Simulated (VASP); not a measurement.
HC4, 10 atoms in the cell. The cell holds a slab with vacuum, 10 atoms: a = 4.931 Å, b = 4.931 Å, c = 18.000 Å, α = 90.00°, β = 90.00°, γ = 120.00°. 

| Item | Value |
| --- | --- |
| Program | VASP 6.6.1 |
| Task | single point |
| Functional | PBE |
| Dispersion | D3(BJ) |
| Potentials or basis | VASP PAW PBE potentials, release 64 (C, H) |
| Cutoff | 520 eV |
| k mesh | 6 × 6 × 1 |
| Occupations | gaussian, width 0.1 eV |
| Spin | no spin polarisation |
| Dipole correction | yes |
| Further INCAR settings | ALGO = Normal; EDIFF = 1e-06; NBANDS = 28 |

Potentials or basis: VASP PAW PBE potentials, release 64 (C, H).

The run is started by

```bash
$ cat potpaw_PBE.64/C/POTCAR potpaw_PBE.64/H/POTCAR > POTCAR
$ mpirun -np 1 vasp_std > vasp.out
```

Hardware: 1 thread of Intel(R) Xeon(R) 6975P-C (Granite Rapids), on a shared host.

Question: Estimate the wall time of this run.

Answer: It took 7.2 min on 1 thread of Intel(R) Xeon(R) 6975P-C (Granite Rapids) (shared host), peak memory 0.53 GiB. Counts: scf iterations 23, k points 13.
